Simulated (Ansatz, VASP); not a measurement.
# HCN: VASP beside Ansatz

```
C N H
1.0
     5.43132    0.00000    0.00000
    -2.71566    4.70366    0.00000
     0.00000    0.00000   24.65025
C N H
1 1 1
Direct
  0.50000 0.00000 0.63393
  0.50000 0.00000 0.58669
  0.50000 0.00000 0.67728
```

Alike in both runs: task single point; functional PBE; dispersion D3(BJ); k mesh 4 × 4 × 1; occupations gaussian, width 0.1 eV; no spin polarisation.

|  | VASP | Ansatz |
| --- | --- | --- |
| version | VASP 6.6.1 | Ansatz 0.2.0 |
| potentials or method | VASP PAW PBE potentials, release 64 (C_h, N_h, H_h), cutoff 1000 eV | scalar-relativistic, plane waves, PAW |
| valence electrons in the cell | 10 | 10 |

|  | VASP | Ansatz | Ansatz less VASP |
| --- | --- | --- | --- |
| gap on the k mesh at the Fermi level (eV) | 6.71 | 6.71 | -0.005 |
| rms of the force components (eV/Å) | 0.403 | 0.422 | +0.0189 |

Atom by atom the forces differ by 0.019 eV/Å (rms over components).
